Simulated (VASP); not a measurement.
# Ni3Pt (Pm-3m) in VASP: notebook, part 2 of 2

VASP 6.6.1.

## 4. Single point, LDA+U, collinear spin, ferromagnetic start

The input, INCAR:

```
PREC = Accurate ; ENCUT = 520
EDIFF = 1E-6 ; ISMEAR = -1
SIGMA = 0.05 ; LREAL = F
LASPH = T ; NELM = 150
ALGO = Normal ; ISIF = 2
LWAVE = F ; LCHARG = F
ISPIN = 2 ; MAGMOM = 1.5 1.5 1.5 0.6
LORBIT = 11 ; LMAXMIX = 4
LDAU = T ; LDAUTYPE = 2
LDAUL = 2 2 ; LDAUU = 6 6
LDAUJ = 0 0 ; LDAUPRINT = 1
GGA = CA ; NBANDS = 32
```

The input, KPOINTS:

```
Automatic mesh
0
Gamma
  9 9 9
```

The input, POSCAR:

```
Ni3Pt
1.0
    3.6245667900      0.0000000000      0.0000000000
    0.0000000000      3.6245667900      0.0000000000
    0.0000000000      0.0000000000      3.6245667900
Ni Pt
3 1
Direct
    0.5000000000      0.0000000000      0.5000000000
    0.0000000000      0.5000000000      0.5000000000
    0.5000000000      0.5000000000      0.0000000000
    0.0000000000      0.0000000000      0.0000000000
```

Potentials or basis: VASP PAW LDA potentials, release 64 (Ni, Pt).

The run is started by

```console
> cat potpaw_LDA.64/Ni/POTCAR potpaw_LDA.64/Pt/POTCAR > POTCAR
> mpirun -np 1 vasp_std > vasp.out
```

OUTCAR:

```text
PREC = Accurate
   ENCUT = 520
   EDIFF = 1E-6
   ISMEAR = -1
   LREAL = F
   LASPH = T
   NELM = 150
   ISIF = 2
   ISPIN = 2
   LORBIT = 11
   GGA = CA

 ion  position               nearest neighbor table
   1  0.500  0.000  0.500-   2 2.56   3 2.56   4 2.56   3 2.56   4 2.56   2 2.56   3 2.56   3 2.56
                             2 2.56   4 2.56   4 2.56   2 2.56
   2  0.000  0.500  0.500-   1 2.56   3 2.56   4 2.56   3 2.56   4 2.56   1 2.56   4 2.56   4 2.56
                             1 2.56   3 2.56   3 2.56   1 2.56
   3  0.500  0.500  0.000-   1 2.56   2 2.56   4 2.56   1 2.56   2 2.56   1 2.56   4 2.56   1 2.56
                             2 2.56   4 2.56   2 2.56   4 2.56
   4  0.000  0.000  0.000-   1 2.56   2 2.56   3 2.56   1 2.56   2 2.56   2 2.56   3 2.56   2 2.56
                             1 2.56   3 2.56   1 2.56   3 2.56

  LATTYP: Found a simple cubic cell.
 ALAT       =     3.6245667900

  Lattice vectors:

 A1 = (   3.6245667900,   0.0000000000,   0.0000000000)
 A2 = (   0.0000000000,   3.6245667900,   0.0000000000)
 A3 = (   0.0000000000,   0.0000000000,   3.6245667900)

Analysis of symmetry for initial positions (statically):
=====================================================================
 Subroutine PRICEL returns:
 Original cell was already a primitive cell.

 Routine SETGRP: Setting up the symmetry group for a
 simple cubic supercell.

 Subroutine GETGRP returns: Found 48 space group operations
 (whereof 48 operations were pure point group operations)
 out of a pool of 48 trial point group operations.

The static configuration has the point symmetry O_h .

Analysis of symmetry for dynamics (positions and initial velocities):
=====================================================================
 Subroutine PRICEL returns:
 Original cell was already a primitive cell.

 Routine SETGRP: Setting up the symmetry group for a
 simple cubic supercell.

 Subroutine GETGRP returns: Found 48 space group operations
 (whereof 48 operations were pure point group operations)
 out of a pool of 48 trial point group operations.

The dynamic configuration has the point symmetry O_h .

Analysis of structural, dynamic, and magnetic symmetry:
=====================================================================
 Subroutine PRICEL returns:
 Original cell was already a primitive cell.

 Routine SETGRP: Setting up the symmetry group for a
 simple cubic supercell.

 Subroutine GETGRP returns: Found 48 space group operations
 (whereof 48 operations were pure point group operations)
 out of a pool of 48 trial point group operations.

The overall configuration has the point symmetry O_h .
[... 117 lines left out ...]
   EFERMI =   0.00;   METHOD = LEGACY
   ISMEAR =    -1;   SIGMA  =   0.05  broadening in eV -4-tet -1-fermi 0-gaus
   EFERMI_NEDOS =   21; number of points for ismear=-14 and -15
   IALGO  =     38    algorithm
   IMIX   =      4    mixing-type and parameters
     AMIX     =   0.40;   BMIX     =  1.00
     AMIX_MAG =   1.60;   BMIX_MAG =  1.00
  volume/ion in A,a.u.               =      11.90        80.34
  Fermi-wavevector in a.u.,A,eV,Ry     =   1.544681  2.919023 32.464024  2.386038
  Thomas-Fermi vector in A             =   2.650167
   LORBIT       =     11    0 simple, 1 ext, 2 COOP (PROOUT), +10 PAW based schemes
 LDA+U is selected, type is set to LDAUTYPE =  2
   angular momentum for each species LDAUL =     2    2
   U (eV)           for each species LDAUU =   6.0  6.0
   J (eV)           for each species LDAUJ =   0.0  0.0
   GGA     = CA    functional components
   LHFCALC =     F    Hartree Fock is set to
   AEXX    =    0.0000 exact exchange contribution
   IVDW    =     0    specifies the selected vdW correction
   LEPSILON=     F    determine dielectric tensor
   LRPA    =     F    only Hartree local field effects (RPA)
 spin polarized calculation
  energy-cutoff  :      520.00
  volume of cell :       47.62
 maximum number of plane-waves:      1309
 NGX is ok and might be reduce to    28
   NGX = 13   NGY = 13   NGZ = 13

atom =   1  type =  1  l = 2

 onsite density matrix

spin component  1
[... 116 lines left out ...]
  o =  0.8748  v =  0.0000  0.0000  0.0000  0.0000  0.0000  0.0000  0.2803 -0.0000  0.9599  0.0000      0.0000  0.0000  0.0000  0.0000  0.0000  0.0000  0.0000  0.0000  0.0000  0.0000
  o =  0.8748  v =  0.0000  0.0000  0.0000  0.0000  0.0000  1.0000  0.0000  0.0000  0.0000  0.0000      0.0000  0.0000  0.0000  0.0000  0.0000  0.0000  0.0000  0.0000  0.0000  0.0000
  o =  0.8748  v =  0.0000  0.0000  0.0000  0.0000  0.0000  0.0000 -0.9599 -0.0000  0.2803 -0.0000      0.0000  0.0000  0.0000  0.0000  0.0000  0.0000  0.0000  0.0000  0.0000  0.0000
  o =  0.8999  v =  0.0000 -0.0903 -0.0000  0.9959 -0.0000  0.0000  0.0000  0.0000  0.0000  0.0000      0.0000  0.0000  0.0000  0.0000  0.0000  0.0000  0.0000  0.0000  0.0000  0.0000
  o =  0.8999  v =  1.0000  0.0000  0.0000  0.0000  0.0000  0.0000  0.0000  0.0000  0.0000  0.0000      0.0000  0.0000  0.0000  0.0000  0.0000  0.0000  0.0000  0.0000  0.0000  0.0000
  o =  0.8999  v =  0.0000 -0.9959  0.0000 -0.0903 -0.0000  0.0000  0.0000  0.0000  0.0000  0.0000      0.0000  0.0000  0.0000  0.0000  0.0000  0.0000  0.0000  0.0000  0.0000  0.0000
  o =  0.9114  v =  0.0000  0.0000  1.0000  0.0000  0.0058  0.0000  0.0000  0.0000  0.0000  0.0000      0.0000  0.0000  0.0000  0.0000  0.0000  0.0000  0.0000  0.0000  0.0000  0.0000
  o =  0.9114  v =  0.0000  0.0000  0.0058 -0.0000 -1.0000  0.0000  0.0000  0.0000  0.0000  0.0000      0.0000  0.0000  0.0000  0.0000  0.0000  0.0000  0.0000  0.0000  0.0000  0.0000
  o =  0.9190  v =  0.0000  0.0000  0.0000  0.0000  0.0000  0.0000 -0.0000  0.9987  0.0000  0.0518      0.0000  0.0000  0.0000  0.0000  0.0000  0.0000  0.0000  0.0000  0.0000  0.0000
  o =  0.9190  v =  0.0000  0.0000  0.0000  0.0000  0.0000  0.0000  0.0000  0.0518 -0.0000 -0.9987      0.0000  0.0000  0.0000  0.0000  0.0000  0.0000  0.0000  0.0000  0.0000  0.0000

 number of electron      40.0000064 magnetization       2.8394526

 Free energy of the ion-electron system (eV)
  ---------------------------------------------------
  ext. energy  EPLUGINS =         0.00000000
  ---------------------------------------------------
  free energy    TOTEN  =       -14.09441882 eV

  energy without entropy =      -14.08496370  energy(sigma->0) =      -14.08969126

 E-fermi :   8.9310     XC(G=0): -13.5339

 val. band max:        8.8922092924   @ k =   0.4444   0.3333   0.2222
 cond. band min:       8.9591337326   @ k =   0.3333   0.3333   0.1111
 fundamental gap:      0.0669244402
 Fermi energy:         8.9310463444

 spin component 1

 k-point     1 :       0.0000    0.0000    0.0000
  band No.  band energies     occupation
      1       0.2641      1.00000
      2       1.8242      1.00000
      3       1.8242      1.00000
      4       2.3375      1.00000
      5       2.3375      1.00000
      6       2.3375      1.00000
[... 1673 lines left out ...]
     31      24.8791      0.00000
     32      25.6368      0.00000

 [... further k-points ...]
[... 5 lines left out ...]
  --------------------------------------------------------------------------------------
  -------------------------------------------------------------------------------------
  Total       -3.0014716     -3.0014716     -3.0014716     -0.0000000      0.0000000     -0.0000000
  in kB     -100.9895646   -100.9895646   -100.9895646     -0.0000000      0.0000000     -0.0000000
  external PRESSURE =    -100.9895646 kB  Pullay stress =       0.0000000 kB

 VOLUME and BASIS-vectors are now :
 -----------------------------------------------------------------------------
  energy-cutoff  :      520.00
  volume of cell :       47.62
      direct lattice vectors                 reciprocal lattice vectors
     3.624566790  0.000000000  0.000000000     0.275895040  0.000000000  0.000000000
     0.000000000  3.624566790  0.000000000     0.000000000  0.275895040  0.000000000
     0.000000000  0.000000000  3.624566790     0.000000000  0.000000000  0.275895040

 POSITION                                       TOTAL-FORCE (eV/Angst)
 -----------------------------------------------------------------------------------
      1.81228      0.00000      1.81228         0.000000      0.000000      0.000000
      0.00000      1.81228      1.81228         0.000000      0.000000      0.000000
      1.81228      1.81228      0.00000         0.000000      0.000000      0.000000
      0.00000      0.00000      0.00000         0.000000      0.000000      0.000000
 -----------------------------------------------------------------------------------
    total drift:                                0.000000      0.000000      0.000000

  FREE ENERGIE OF THE ION-ELECTRON SYSTEM (eV)
  ---------------------------------------------------
  free  energy   TOTEN  =       -14.0944188163 eV

  energy  without entropy=      -14.0849636996  energy(sigma->0) =      -14.08969126

 total charge

# of ion       s       p       d       tot
------------------------------------------
    1        0.442   0.404   8.546   9.392
    2        0.442   0.404   8.546   9.392
    3        0.442   0.404   8.546   9.392
    4        0.732   0.449   8.905  10.086
--------------------------------------------------
tot          2.058   1.661  34.543  38.261

 magnetization (x)

# of ion       s       p       d       tot
------------------------------------------
    1        0.004  -0.001   0.932   0.935
    2        0.004  -0.001   0.932   0.935
    3        0.004  -0.001   0.932   0.935
    4       -0.048   0.035   0.060   0.047
--------------------------------------------------
tot         -0.035   0.033   2.854   2.852
```

It took 2 min on 1 thread of Intel Xeon 6975P-C, shared host; peak memory 0.21 GiB.

What came out:

| Property | Result |
| --- | --- |
| Free energy | -14.0944 eV |
| Pressure | -10.1 GPa |
| Net moment | 2.84 μB per cell |
| Site moments | Ni +0.94; Pt +0.05 μB |
| Valence electrons inside the program's atomic spheres | Ni 9.39; Pt 10.09 |

Levels at points of the mesh, in eV from the Fermi level:
Spin up:
```
           k point  band 18  band 19  band 20  band 21  band 22  band 23  band 24  band 25
(0.00, 0.00, 0.00)    -1.36    -1.36    -1.26    -1.26     3.01     3.01     3.01     8.41
```
Spin down:
| k point | band 16 | band 17 | band 18 | band 19 | band 20 | band 21 |
| --- | --- | --- | --- | --- | --- | --- |
| (0.00, 0.00, 0.00) | -0.74 | -0.65 | -0.65 | 3.16 | 3.16 | 3.16 |

Eigenvalues of the final occupation matrices:
```csv
site,spin,trace,eigenvalues
site 1 d,1,4.75,0.94 0.94 0.94 0.96 0.97
site 1 d,2,3.82,0.12 0.91 0.91 0.93 0.95
site 2 d,1,4.75,0.94 0.94 0.94 0.96 0.97
site 2 d,2,3.82,0.12 0.91 0.91 0.93 0.95
site 3 d,1,4.75,0.94 0.94 0.94 0.96 0.97
site 3 d,2,3.82,0.12 0.91 0.91 0.93 0.95
site 4 d,1,4.52,0.90 0.90 0.90 0.91 0.91
site 4 d,2,4.46,0.87 0.87 0.87 0.92 0.92
```

Caveat: spin-orbit coupling is left out, which moves the levels of the heavy elements; the U is typed as a test and isn't derived for this compound.

## 5. Density of states, LDA+U, collinear spin, ferromagnetic start

POSCAR is that of step 4.

The input, INCAR.step1:

```
ALGO = Normal
EDIFF = 1E-6
ENCUT = 520
ISIF = 2
ISMEAR = -1
ISPIN = 2
LASPH = True
LCHARG = True
LDAU = True
LDAUJ = 0 0
LDAUL = 2 2
LDAUPRINT = 1
LDAUTYPE = 2
LDAUU = 6 6
LMAXMIX = 4
LREAL = False
LWAVE = False
MAGMOM = 1.5 1.5 1.5 0.6
NBANDS = 32
NELM = 150
PREC = Accurate
SIGMA = 0.05
```

The input, KPOINTS.step1:

```
k-points
0
Gamma
  9 9 9
```

The input, INCAR.step2:

```
ALGO = Normal
EDIFF = 1E-6
ENCUT = 520
ICHARG = 11
ISIF = 2
ISMEAR = -5
ISPIN = 2
LASPH = True
LCHARG = False
LDAU = True
LDAUJ = 0 0
LDAUL = 2 2
LDAUPRINT = 1
LDAUTYPE = 2
LDAUU = 6 6
LMAXMIX = 4
LORBIT = 10
LREAL = False
LWAVE = False
MAGMOM = 1.5 1.5 1.5 0.6
NEDOS = 1001
NELM = 150
PREC = Accurate
SIGMA = 0.05
```

The input, KPOINTS.step2:

```
k-points
0
Gamma
  14 14 14
```

Potentials or basis: VASP PAW LDA potentials, release 64 (Ni, Pt).

The run is started by

```console
> cat potpaw_LDA.64/Ni/POTCAR potpaw_LDA.64/Pt/POTCAR > POTCAR
> cp INCAR.step1 INCAR
> cp KPOINTS.step1 KPOINTS
> mpirun -np 1 vasp_std > vasp.out
> cp INCAR.step2 INCAR
> cp KPOINTS.step2 KPOINTS
> mpirun -np 1 vasp_std > vasp.out
```

OUTCAR:

```text
EDIFF = 1E-6
   ENCUT = 520
   ICHARG = 11
   ISIF = 2
   ISMEAR = -5
   ISPIN = 2
   LASPH = True
   LORBIT = 10
   LREAL = False
   NELM = 150
   PREC = Accurate

 ion  position               nearest neighbor table
   1  0.500  0.000  0.500-   2 2.56   3 2.56   4 2.56   3 2.56   4 2.56   2 2.56   3 2.56   3 2.56
                             2 2.56   4 2.56   4 2.56   2 2.56
   2  0.000  0.500  0.500-   1 2.56   3 2.56   4 2.56   3 2.56   4 2.56   1 2.56   4 2.56   4 2.56
                             1 2.56   3 2.56   3 2.56   1 2.56
   3  0.500  0.500  0.000-   1 2.56   2 2.56   4 2.56   1 2.56   2 2.56   1 2.56   4 2.56   1 2.56
                             2 2.56   4 2.56   2 2.56   4 2.56
[... 1813 lines left out ...]
     0.000000000  3.624566790  0.000000000     0.000000000  0.275895040  0.000000000
     0.000000000  0.000000000  3.624566790     0.000000000  0.000000000  0.275895040

 POSITION                                       TOTAL-FORCE (eV/Angst)
 -----------------------------------------------------------------------------------
      1.81228      0.00000      1.81228         0.000000      0.000000      0.000000
      0.00000      1.81228      1.81228         0.000000      0.000000      0.000000
      1.81228      1.81228      0.00000         0.000000      0.000000      0.000000
      0.00000      0.00000      0.00000         0.000000      0.000000      0.000000
 -----------------------------------------------------------------------------------
    total drift:                                0.000000      0.000000      0.000000

  FREE ENERGIE OF THE ION-ELECTRON SYSTEM (eV)
  ---------------------------------------------------
  free  energy   TOTEN  =       -14.0831011776 eV

  energy  without entropy=      -14.0831011776  energy(sigma->0) =      -14.08310118

 total charge

# of ion       s       p       d       tot
------------------------------------------
    1        0.442   0.403   8.548   9.393
    2        0.442   0.403   8.548   9.393
    3        0.442   0.403   8.548   9.393
    4        0.731   0.448   8.905  10.084
--------------------------------------------------
tot          2.056   1.657  34.551  38.263

 magnetization (x)

# of ion       s       p       d       tot
------------------------------------------
    1        0.002  -0.003   0.923   0.923
    2        0.002  -0.003   0.923   0.923
    3        0.002  -0.003   0.923   0.923
    4       -0.049   0.031   0.053   0.035
--------------------------------------------------
tot         -0.041   0.023   2.822   2.803
```

OUTCAR.step1:

```text
EDIFF = 1E-6
   ENCUT = 520
   ISIF = 2
   ISMEAR = -1
   ISPIN = 2
[... 2068 lines left out ...]
      1.81228      0.00000      1.81228         0.000000      0.000000      0.000000
      0.00000      1.81228      1.81228         0.000000      0.000000      0.000000
      1.81228      1.81228      0.00000         0.000000      0.000000      0.000000
      0.00000      0.00000      0.00000         0.000000      0.000000      0.000000
 -----------------------------------------------------------------------------------
    total drift:                                0.000000      0.000000      0.000000

  FREE ENERGIE OF THE ION-ELECTRON SYSTEM (eV)
  ---------------------------------------------------
  free  energy   TOTEN  =       -14.0944188163 eV

  energy  without entropy=      -14.0849636996  energy(sigma->0) =      -14.08969126
```

It took 4 min on 1 thread of Intel Xeon 6975P-C, shared host; peak memory 0.33 GiB.

What came out:

```yaml
Net_moment: 2.84 μB per cell
Site_moments: Ni +0.92; Pt +0.04 μB
Valence_electrons_inside_the_program's_atomic_spheres: Ni 9.39; Pt 10.08
```

Eigenvalues of the final occupation matrices:
| site | spin | trace | eigenvalues |
| --- | --- | --- | --- |
| site 1 d | 1 | 4.75 | 0.94 0.94 0.94 0.96 0.97 |
| site 1 d | 2 | 3.82 | 0.12 0.91 0.91 0.93 0.95 |
| site 2 d | 1 | 4.75 | 0.94 0.94 0.94 0.96 0.97 |
| site 2 d | 2 | 3.82 | 0.12 0.91 0.91 0.93 0.95 |
| site 3 d | 1 | 4.75 | 0.94 0.94 0.94 0.96 0.97 |
| site 3 d | 2 | 3.82 | 0.12 0.91 0.91 0.93 0.95 |
| site 4 d | 1 | 4.52 | 0.90 0.90 0.90 0.91 0.91 |
| site 4 d | 2 | 4.46 | 0.87 0.87 0.87 0.92 0.92 |

Caveat: spin-orbit coupling is left out, which moves the levels of the heavy elements; the U is typed as a test and isn't derived for this compound; tetrahedron occupations give inexact forces and stress in metals. The state reached can hang on the start; a lower one may exist.

## 6. The runs side by side

| task | U | k mesh for the DOS | occupations for the DOS | gap on the mesh (eV) | pressure (GPa) | moment (μB) |
| --- | --- | --- | --- | --- | --- | --- |
| single point | Ni d U = 3.0 eV, Pt d U = 3.0 eV | - | - | none | -17.3 | 2.52 |
| single point | Ni d U = 6.0 eV, Pt d U = 6.0 eV | - | - | none | -10.1 | 2.84 |
| density of states | Ni d U = 6.0 eV, Pt d U = 6.0 eV | 14 × 14 × 14 | tetrahedron | - | - | 2.84 |

Alike in all rows: level LDA+U; potentials or basis VASP PAW LDA potentials, release 64 (Ni, Pt); spin collinear, ferromagnetic start; cell as given; k mesh 9 × 9 × 9; cutoff (eV) 520; smearing fermi-dirac 0.05 eV.

Caveats: spin-orbit coupling is left out, which moves the levels of the heavy elements; the U is typed as a test and isn't derived for this compound; tetrahedron occupations give inexact forces and stress in metals (some runs).

Total energies depend on the potentials used, so only differences within one code and one set of settings carry meaning.
